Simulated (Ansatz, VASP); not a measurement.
# MgCd2O3: VASP beside Ansatz

File INCAR:

```
ALGO = Normal
EDIFF = 1E-6
EDIFFG = -0.04
ENCUT = 600
GGA = PE
IBRION = 2
ISIF = 3
ISMEAR = 0
LASPH = T
LCHARG = F
LREAL = F
LWAVE = F
NELM = 60
NSW = 90
PREC = Accurate
SIGMA = 0.1
```

Contents of KPOINTS:

```
k-points
0
Gamma
  6 6 2
```

POSCAR

```
MgCd2O3
1.0
    3.5157431900      0.0000000000      0.0000000000
   -1.7578715900      3.0447229100      0.0000000000
    0.0000000000      0.0000000000      8.6117768800
Mg Cd O
1 2 3
Direct
    0.0000000000      0.0000000000      0.0000000000
    0.3333333300      0.6666666700      0.3333333300
    0.6666666700      0.3333333300      0.6666666700
    0.3333333300      0.6666666700      0.8333333300
    0.6666666700      0.3333333300      0.1666666700
    0.0000000000      0.0000000000      0.5000000000
```

Input for Ansatz:

```yaml
crystal:
  lattice:
    - [3.51574319, 0.0, 0.0]
    - [-1.75787159, 3.04472291, 0.0]
    - [0.0, 0.0, 8.61177688]
  atoms:
    - { symbol: Mg, position: [0.0, 0.0, 0.0] }
    - { symbol: Cd, position: [0.33333333, 0.66666667, 0.33333333] }
    - { symbol: Cd, position: [0.66666667, 0.33333333, 0.66666667] }
    - { symbol: O, position: [0.33333333, 0.66666667, 0.83333333] }
    - { symbol: O, position: [0.66666667, 0.33333333, 0.16666667] }
    - { symbol: O, position: [0.0, 0.0, 0.5] }
basis:
  ecutwfc: 420
kpoints:
  mp_grid: { grid: [6, 6, 2] }
hamiltonian:
  xc: pbe
scf:
  occupations: { method: gaussian, width: 0.1 }
  lower_state_search: "off"
output:
  forces: true
  stress: true
  eigenvalues: true
relax:
  adjacent_minimum: "off"
  f_tol: 0.04
  max_steps: 70
  cell: { stress_tol: 0.4 }
```

Alike in both runs: task relaxation of cell and atoms; functional PBE; k mesh 6 × 6 × 2; occupations gaussian, width 0.1 eV; no spin polarisation.

|  | VASP | Ansatz |
| --- | --- | --- |
| version | VASP 6.6.1 | Ansatz 0.2.0 |
| potentials or method | VASP PAW PBE potentials, release 64 (Mg, Cd, O), cutoff 600 eV | scalar-relativistic, plane waves, PAW |
| valence electrons in the cell | 44 | 68 |

Ansatz gave:

- gap on the k mesh at the Fermi level, each at its own relaxed structure (eV): 0.60
- relaxed volume (Å³/atom): 12.24
- relaxed cell length with the largest relative difference (Å): 3.237

**Question.** Estimate VASP's values.

**Answer.** gap on the k mesh at the Fermi level, each at its own relaxed structure (eV): 0.57; relaxed volume (Å³/atom): 12.28; relaxed cell length with the largest relative difference (Å): 3.242.

VASP's potentials hold 44 valence electrons a cell and Ansatz's 68, so a difference there can come from the potentials and not from the codes.

Noted on VASP's run: the volume moved by over 15 % at a fixed basis, so the end points are rough.
